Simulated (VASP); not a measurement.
Wanted: the native input for a VASP 6.6.1 run.

```yaml
Task: single point
Functional: LDA
Potentials_or_basis: VASP PAW LDA potentials, release 64 (B, P)
Cutoff: 520 eV
k_mesh: 15 × 15 × 15
Occupations: fermi-dirac, width 0.05 eV
Spin: no spin polarisation
Dipole_correction: no
Further_INCAR_settings: ALGO = Normal; EDIFF = 1e-07; NBANDS = 11
```

The structure of BP lies in POSCAR:

```
BP
1.0
    0.0000000000      2.3370700000      2.2690000000
    2.3370700000      0.0000000000      2.2690000000
    2.3370700000      2.3370700000      0.0000000000
B P
1 1
Direct
    0.0000000000      0.0000000000      0.0000000000
    0.7500000000      0.7500000000      0.7500000000
```

This cell differs from its parent crystal: equal xx and yy strain of +3 %.

The input as run:

INCAR

```
SYSTEM = BP
PREC = Accurate
ENCUT = 520
EDIFF = 1E-7
ISMEAR = -1
SIGMA = 0.05
LREAL = .FALSE.
LASPH = .TRUE.
NELM = 80
ALGO = Normal
ISIF = 2
LWAVE = .FALSE.
LCHARG = .FALSE.
GGA = CA
NBANDS = 11
```

KPOINTS

```
Automatic mesh
0
G
  15 15 15
  0 0 0
```

Potentials or basis: VASP PAW LDA potentials, release 64 (B, P).

The run is started by

```bash
$ cat potpaw_LDA.64/B/POTCAR potpaw_LDA.64/P/POTCAR > POTCAR
$ mpirun -np 1 vasp_std > vasp.out
```

Results of the run:

```json
{
  "Pressure": "-13.5 GPa",
  "Band gap on the k mesh": "0.83 eV, indirect (least direct gap 3.01 eV)"
}
```

Caveat: the cell differs from its parent crystal (equal xx and yy strain of +3 %).

Wall time 38 s on 1 thread of Intel Xeon 6975P-C, with other jobs on the host, peak memory 0.18 GiB.
